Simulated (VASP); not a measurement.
# CoPtO2 (R-3m) in VASP: further runs, part 2 of 2

VASP 6.6.1. The steps go on from the part before.

## Step 4: Single point, LDA, collinear spin, ferromagnetic start

This run uses another cell than the first one, of 9.81 Å³/atom, 0.957 times its volume.

INCAR

```
SYSTEM = CoPtO2
PREC = Accurate
ENCUT = 520
EDIFF = 1E-7
ISMEAR = -1
SIGMA = 0.05
LREAL = .FALSE.
LASPH = .TRUE.
NELM = 150
ALGO = Normal
ISIF = 2
LWAVE = .FALSE.
LCHARG = .TRUE.
ISPIN = 2
MAGMOM = 0 2 0 0
LORBIT = 11
LMAXMIX = 4
GGA = CA
LELF = .TRUE.
LVHAR = .TRUE.
NBANDS = 28
```

KPOINTS

```
Automatic mesh
0
G
  11 11 11
  0 0 0
```

POSCAR

```
CoPtO2
1.0
    1.3922820090      0.8038343927      5.8460403427
   -1.3922820090      0.8038343927      5.8460403427
    0.0000000000     -1.6076687854      5.8460403427
Pt Co O
1 1 2
Direct
    0.0000000000      0.0000000000      0.0000000000
    0.5000000000      0.5000000000      0.5000000000
    0.1122929755      0.1122929755      0.1122929755
    0.8877070245      0.8877070245      0.8877070245
```

Potentials or basis: VASP PAW LDA potentials, release 64 (Pt, Co, O).

Run with:

```console
$ cat potpaw_LDA.64/Pt/POTCAR potpaw_LDA.64/Co/POTCAR potpaw_LDA.64/O/POTCAR > POTCAR
$ mpirun -np 1 vasp_std > vasp.out
```

It took 41 min on 1 thread of Oxide Virtual Turin-like, shared host; peak memory 0.43 GiB.

Results (log left out):

```
Free energy                                           : -30.9199 eV
Pressure                                              : 1.0 GPa
Largest force                                         : 0.005 eV/Å
Net moment                                            : 0.00 μB per cell
Valence electrons inside the program's atomic spheres : Pt 9.35; Co 8.64; O 5.01
```

Forces in eV/Å, atoms in the order of the input:
```
Pt   0.000  0.000  0.000
Co   0.000  0.000  0.000
O    0.000  0.000  0.005
O    0.000  0.000 -0.005
```

Stress tensor (GPa, compression positive):
```
0.64 0.00 0.00
0.00 0.64 0.00
0.00 0.00 1.67
```

Levels at points of the mesh, in eV from the Fermi level:
Spin up:
```tsv
k point	band 13	band 14	band 15	band 16	band 17	band 18	band 19	band 20
(0.00, 0.00, 0.00)	-2.08	-1.79	-1.79	-1.60	1.86	1.86	2.98	5.33
```
Spin down:
```
           k point  band 14  band 15  band 16  band 17  band 18  band 19
(0.00, 0.00, 0.00)    -1.79    -1.79    -1.60     1.86     1.86     2.98
```

Caveat: the starting moments collapsed, and a magnetic state may lie lower; spin-orbit coupling is left out, which moves the levels of the heavy elements; semilocal functionals often make such compounds metallic where correlation or magnetic order opens a gap, which also shifts bond lengths. With open d or f shells a metallic result of LDA can be an artefact of self-interaction; +U or a hybrid may open a gap.

## Step 5: Single point, LDA, collinear spin, ferromagnetic start

This run uses another cell than the first one, of 10.67 Å³/atom, 1.040 times its volume.

INCAR

```
SYSTEM = CoPtO2
PREC = Accurate
ENCUT = 520
EDIFF = 1E-6
ISMEAR = -1
SIGMA = 0.05
LREAL = .FALSE.
LASPH = .TRUE.
NELM = 150
ALGO = Normal
ISIF = 2
LWAVE = .FALSE.
LCHARG = .FALSE.
ISPIN = 2
MAGMOM = 0 2 0 0
LORBIT = 11
LMAXMIX = 4
GGA = CA
NBANDS = 28
```

KPOINTS is that of step 4.

POSCAR

```
CoPtO2
1.0
    1.4308545474      0.8261042581      6.0175479291
   -1.4308545474      0.8261042581      6.0175479291
    0.0000000000     -1.6522085162      6.0175479291
Pt Co O
1 1 2
Direct
    0.0000000000      0.0000000000      0.0000000000
    0.5000000000      0.5000000000      0.5000000000
    0.1122440300      0.1122440300      0.1122440300
    0.8877559700      0.8877559700      0.8877559700
```

Potentials or basis: VASP PAW LDA potentials, release 64 (Pt, Co, O).

Run with:

```console
$ cat potpaw_LDA.64/Pt/POTCAR potpaw_LDA.64/Co/POTCAR potpaw_LDA.64/O/POTCAR > POTCAR
$ mpirun -np 1 vasp_std > vasp.out
```

OUTCAR:

```text
SYSTEM = CoPtO2
   PREC = Accurate
   ENCUT = 520
   EDIFF = 1E-6
   ISMEAR = -1
   LREAL = .FALSE.
   LASPH = .TRUE.
   NELM = 150
   ISIF = 2
   ISPIN = 2
   LORBIT = 11
   GGA = CA

 ion  position               nearest neighbor table
   1  0.000  0.000  0.000-   3 2.03   4 2.03
   2  0.500  0.500  0.500-   3 1.92   4 1.92   3 1.92   3 1.92   4 1.92   4 1.92
   3  0.112  0.112  0.112-   2 1.92   2 1.92   2 1.92   1 2.03
   4  0.888  0.888  0.888-   2 1.92   2 1.92   2 1.92   1 2.03

  LATTYP: Found a trigonal (rhomboedric) cell.
 ALAT       =     6.2402464743
 COS(alpha) =     0.8948480128

  Lattice vectors:

 A1 = (   1.4308545474,   0.8261042581,   6.0175479291)
 A2 = (  -1.4308545474,   0.8261042581,   6.0175479291)
 A3 = (   0.0000000000,  -1.6522085162,   6.0175479291)

Analysis of symmetry for initial positions (statically):
=====================================================================
 Subroutine PRICEL returns:
 Original cell was already a primitive cell.

[... 1648 lines left out ...]
  Direction    XX          YY          ZZ          XY          YZ          ZX
  --------------------------------------------------------------------------------------
  -------------------------------------------------------------------------------------
  Total       -4.8261793     -4.8261793     -6.4198492      0.0000000     -0.0000000      0.0000000
  in kB     -181.1810957   -181.1810957   -241.0095491      0.0000000     -0.0000000      0.0000000
  external PRESSURE =    -201.1239135 kB  Pullay stress =       0.0000000 kB

 VOLUME and BASIS-vectors are now :
 -----------------------------------------------------------------------------
  energy-cutoff  :      520.00
  volume of cell :       42.68
      direct lattice vectors                 reciprocal lattice vectors
     1.430854547  0.826104258  6.017547929     0.349441528  0.201750161  0.055393549
    -1.430854547  0.826104258  6.017547929    -0.349441528  0.201750161  0.055393549
     0.000000000 -1.652208516  6.017547929     0.000000000 -0.403500321  0.055393549

 POSITION                                       TOTAL-FORCE (eV/Angst)
 -----------------------------------------------------------------------------------
      0.00000      0.00000      0.00000        -0.000000      0.000000     -0.000000
      0.00000      0.00000      9.02632         0.000000      0.000000     -0.000000
      0.00000      0.00000      2.02630        -0.000000     -0.000000      0.160016
      0.00000      0.00000     16.02634        -0.000000      0.000000     -0.160016
 -----------------------------------------------------------------------------------
    total drift:                                0.000000      0.000000     -0.000000

  FREE ENERGIE OF THE ION-ELECTRON SYSTEM (eV)
  ---------------------------------------------------
  free  energy   TOTEN  =       -30.7006154470 eV

  energy  without entropy=      -30.6938171102  energy(sigma->0) =      -30.69721628

 total charge

# of ion       s       p       d       tot
------------------------------------------
    1        0.630   0.526   7.980   9.135
    2        0.415   0.624   7.343   8.382
    3        1.544   3.404   0.000   4.948
    4        1.544   3.404   0.000   4.948
--------------------------------------------------
tot          4.134   7.958  15.322  27.414

 magnetization (x)

# of ion       s       p       d       tot
------------------------------------------
    1       -0.000  -0.000  -0.000  -0.000
    2        0.000   0.000   0.000   0.000
    3        0.000  -0.000   0.000  -0.000
    4        0.000  -0.000   0.000  -0.000
--------------------------------------------------
tot         -0.000  -0.000   0.000   0.000
```

Run time: 31 min. Hardware: 1 thread of Oxide Virtual Turin-like, shared host; peak memory 0.44 GiB.

Results:

```
Free energy                                           : -30.7006 eV
Pressure                                              : -20.1 GPa
Largest force                                         : 0.160 eV/Å
Net moment                                            : 0.00 μB per cell
Valence electrons inside the program's atomic spheres : Pt 9.13; Co 8.38; O 4.95
```

Forces in eV/Å, atoms in the order of the input:
```
Pt   0.000  0.000  0.000
Co   0.000  0.000  0.000
O    0.000  0.000  0.160
O    0.000  0.000 -0.160
```

Levels at points of the mesh, in eV from the Fermi level:
Spin up:
```csv
k point,band 12,band 13,band 14,band 15,band 16,band 17,band 18,band 19,band 20,band 21
"(0.00, 0.00, 0.00)",-1.72,-1.72,-1.51,-1.51,-1.32,1.75,1.75,2.56,5.45,8.60
```
Spin down:
```
           k point  band 13  band 14  band 15  band 16  band 17  band 18  band 19  band 20
(0.00, 0.00, 0.00)    -1.72    -1.51    -1.51    -1.32     1.75     1.75     2.56     5.45
```

Caveat: the starting moments collapsed, and a magnetic state may lie lower; spin-orbit coupling is left out, which moves the levels of the heavy elements; semilocal functionals often make such compounds metallic where correlation or magnetic order opens a gap, which also shifts bond lengths. With open d or f shells a metallic result of LDA can be an artefact of self-interaction; +U or a hybrid may open a gap.

## Step 6: Single point, LDA, collinear spin, ferromagnetic start

This run uses another cell than the first one, of 10.87 Å³/atom, 1.060 times its volume.

INCAR

```
SYSTEM = CoPtO2
ALGO = Normal ; EDIFF = 1E-6
ENCUT = 520 ; ISIF = 2
ISMEAR = -1 ; ISPIN = 2
LASPH = .TRUE. ; LCHARG = .FALSE.
LMAXMIX = 4 ; LORBIT = 11
LREAL = .FALSE. ; LWAVE = .FALSE.
MAGMOM = 0 2 0 0 ; NBANDS = 28
NELM = 150 ; PREC = Accurate
SIGMA = 0.05
```

KPOINTS

```
k-points
0
G
  11 11 11
  0 0 0
```

POSCAR

```
CoPtO2
1.0
    1.4399685164      0.8313662105      6.0558772933
   -1.4399685164      0.8313662105      6.0558772933
    0.0000000000     -1.6627324211      6.0558772933
Pt Co O
1 1 2
Direct
    0.0000000000      0.0000000000      0.0000000000
    0.5000000000      0.5000000000      0.5000000000
    0.1122440300      0.1122440300      0.1122440300
    0.8877559700      0.8877559700      0.8877559700
```

Potentials or basis: VASP PAW LDA potentials, release 64 (Pt, Co, O).

Run with:

```console
$ cat potpaw_LDA.64/Pt/POTCAR potpaw_LDA.64/Co/POTCAR potpaw_LDA.64/O/POTCAR > POTCAR
$ mpirun -np 1 vasp_std > vasp.out
```

Run time: 33 min. Hardware: 1 thread of Oxide Virtual Turin-like, shared host; peak memory 0.45 GiB.

It converged, with:

- Free energy: -30.5895 eV
- Pressure: -23.7 GPa
- Largest force: 0.192 eV/Å
- Net moment: 0.00 μB per cell
- Valence electrons inside the program's atomic spheres: Pt 9.09; Co 8.33; O 4.94

Forces in eV/Å, atoms in the order of the input:
```
Pt   0.000  0.000  0.000
Co   0.000  0.000  0.000
O    0.000  0.000  0.192
O    0.000  0.000 -0.192
```

Stress tensor (GPa, compression positive):
```
-21.30   0.00   0.00
  0.00 -21.30   0.00
  0.00   0.00 -28.42
```

Levels at points of the mesh, in eV from the Fermi level:
Spin up:
```csv
k point,band 13,band 14,band 15,band 16,band 17,band 18,band 19,band 20
"(0.00, 0.00, 0.00)",-1.65,-1.44,-1.44,-1.26,1.73,1.73,2.48,5.47
```
Spin down:
| k point | band 12 | band 13 | band 14 | band 15 | band 16 | band 17 | band 18 | band 19 | band 20 | band 21 |
| --- | --- | --- | --- | --- | --- | --- | --- | --- | --- | --- |
| (0.00, 0.00, 0.00) | -1.65 | -1.65 | -1.44 | -1.44 | -1.26 | 1.73 | 1.73 | 2.48 | 5.47 | 8.47 |

Caveat: the starting moments collapsed, and a magnetic state may lie lower; spin-orbit coupling is left out, which moves the levels of the heavy elements; semilocal functionals often make such compounds metallic where correlation or magnetic order opens a gap, which also shifts bond lengths. With open d or f shells a metallic result of LDA can be an artefact of self-interaction; +U or a hybrid may open a gap.
